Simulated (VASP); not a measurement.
Here is a VASP 6.6.1 calculation.

INCAR

```
SYSTEM = Y3Si2F
PREC = Accurate ; ENCUT = 520
EDIFF = 1E-7 ; ISMEAR = 0
SIGMA = 0.1 ; LREAL = .False.
LASPH = .True. ; NELM = 60
ALGO = Normal ; ISIF = 2
LWAVE = .False. ; LCHARG = .True.
GGA = PE ; LELF = .True.
LVHAR = .True. ; NBANDS = 33
```

File KPOINTS:

```
Automatic mesh
0
Gamma
  3 3 3
  0 0 0
```

POSCAR

```
Y3Si2F
1.0
    2.2786639924      1.3155872713      9.3405504140
   -2.2786639924      1.3155872713      9.3405504140
    0.0000000000     -2.6311745369      9.3405504148
Y Si F
3 2 1
Direct
    0.0000000000      0.0000000000      0.0000000000
    0.4222388799      0.4222388799      0.4222388799
    0.5777611201      0.5777611201      0.5777611201
    0.7150707268      0.7150707268      0.7150707268
    0.2849292732      0.2849292732      0.2849292732
    0.5000000000      0.5000000000      0.5000000000
```

Potentials or basis: VASP PAW PBE potentials, release 64 (Y_sv, Si, F).

Launch:

```sh
$ cat potpaw_PBE.64/Y_sv/POTCAR potpaw_PBE.64/Si/POTCAR potpaw_PBE.64/F/POTCAR > POTCAR
$ mpirun -np 1 vasp_std > vasp.out
```

(1) What does it give for the largest force?

(2) Estimate the pressure.

(3) What does it give for the band gap on the k mesh?

Answers

(1) 0.011 eV/Å.

(2) -0.1 GPa.

(3) 0.47 eV, indirect (least direct gap 0.50 eV).

Caveat: the k points lie up to 0.54 Å⁻¹ apart.
